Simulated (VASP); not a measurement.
## GaAs: vibrations by perturbation theory with LDA

Crystal: GaAs.

```
Ga As
1.0
     0.00000    2.80169    2.80169
     2.80169    0.00000    2.80169
     2.80169    2.80169    0.00000
Ga As
1 1
Cartesian
  0.0000 0.0000 0.0000
  4.2025 4.2025 4.2025
```

```
Program                : VASP 6.6.1
Task                   : vibrations by perturbation theory
Functional             : LDA
Potentials or basis    : VASP PAW LDA potentials, release 64 (Ga_d, As)
Cutoff                 : 520 eV
k mesh                 : 8 × 8 × 8
Occupations            : gaussian, width 0.01 eV
Spin                   : no spin polarisation
Dipole correction      : no
Further INCAR settings : ALGO = Normal; EDIFF = 1e-08; NBANDS = 16; IBRION = 8; NSW = 1
```

The electronic dielectric tensor (diagonal) is 28.70. The born charges (mean of the diagonal) is Ga +2.22; As -2.22 e. The highest phonon frequency at Γ, LO-TO splitting left out is 271 cm⁻¹.

Phonon frequencies in cm⁻¹ (negative: imaginary):
| q point | frequencies |
| --- | --- |
| (0.000, 0.000, 0.000) | 0 0 0 271 271 271 |

Electronic dielectric tensor:
```
28.70  0.00  0.00
 0.00 28.70  0.00
 0.00  0.00 28.70
```

Born effective charge tensors (e):
atom 1, Ga
```
2.22 0.00 0.00
0.00 2.22 0.00
0.00 0.00 2.22
```
atom 2, As
```
-2.22  0.00  0.00
 0.00 -2.22  0.00
 0.00  0.00 -2.22
```

Wall time 6.6 min on 1 thread of Intel(R) Xeon(R) 6975P-C (Granite Rapids), on a shared host, peak memory 0.3 GiB.
